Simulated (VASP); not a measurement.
The system is InPt.

```
CELL_PARAMETERS angstrom
1.58244 0.91362 4.32863
-1.58244 0.91362 4.32863
0.00000 -1.82725 4.32863
ATOMIC_POSITIONS crystal
In 0.50000 0.50000 0.50000
Pt 0.00000 0.00000 0.00000
```

Base run:

- Program: VASP 6.6.1
- Functional: PBEsol
- Potentials or basis: VASP PAW PBE potentials, release 64 (In_d, Pt)
- Cutoff: 520 eV
- k mesh: 10 × 10 × 10
- Occupations: fermi-dirac, width 0.05 eV
- Spin: no spin polarisation

Its results: pressure -6.8 GPa.

Q: The run is repeated on the same cell with these changes: functional from PBEsol to BLYP; further incar settings from ALGO = Normal; EDIFF = 1e-07; NBANDS = 18 to ALGO = Normal; EDIFF = 1e-06; NBANDS = 18. What comes out?

A: Pressure 8.3 GPa.

Caveats: the PAW data sets were made with another functional, which shifts forces and pressure a little.
